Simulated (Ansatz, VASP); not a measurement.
## Sc: VASP beside Ansatz

The input INCAR:

```
PREC = Accurate ; ENCUT = 520
EDIFF = 1E-8 ; ISMEAR = -1
SIGMA = 0.15 ; LREAL = F
LASPH = T ; NELM = 60
ALGO = Normal ; ISIF = 2
LWAVE = F ; LCHARG = F
GGA = PE ; LEFG = T
NBANDS = 18
```

KPOINTS

```
Automatic mesh
0
Gamma
  15 15 8
```

Contents of POSCAR:

```
Sc
1.0
    3.3171107572      0.0000000000      0.0000000000
   -1.6585553786      2.8727021829      0.0000000000
    0.0000000000      0.0000000000      5.2092551770
Sc
2
Direct
    0.3333333333      0.6666666667      0.2500000000
    0.6666666667      0.3333333333      0.7500000000
```

Input for Ansatz:

```yaml
crystal:
  lattice:
    - [3.3171107572, 0.0, 0.0]
    - [-1.6585553786, 2.8727021829, 0.0]
    - [0.0, 0.0, 5.209255177]
  atoms:
    - { symbol: Sc, position: [0.3333333333, 0.6666666667, 0.25] }
    - { symbol: Sc, position: [0.6666666667, 0.3333333333, 0.75] }
basis:
  ecutwfc: 420
kpoints:
  mp_grid: { grid: [15, 15, 8] }
hamiltonian:
  xc: pbe
scf:
  occupations: { method: fermi_dirac, width: 0.15 }
output:
  forces: true
  stress: true
  eigenvalues: true
  efg: {}
checkpoint:
  read: start.run
  write: ck
  compress: false
  write_wavefunctions: false
  write_every: 100000
```

Alike in both runs: task electric field gradients; functional PBE; k mesh 15 × 15 × 8; occupations fermi-dirac, width 0.15 eV; no spin polarisation.

|  | VASP | Ansatz |
| --- | --- | --- |
| version | VASP 6.6.1 | Ansatz 0.2.0 |
| potentials or method | VASP PAW PBE potentials, release 64 (Sc_sv), cutoff 520 eV | scalar-relativistic, plane waves, PAW |
| valence electrons in the cell | 22 | 22 |

```tsv
	VASP	Ansatz	Ansatz less VASP
gap on the k mesh at the Fermi level (eV)	none	none	-
pressure (GPa)	0.0	0.0	-0.03
size of Vzz on the site where it differs most (V/Å²)	11.0	10.5	-0.43
```

A gap of «none» marks a metal or a gap that the smearing closes.
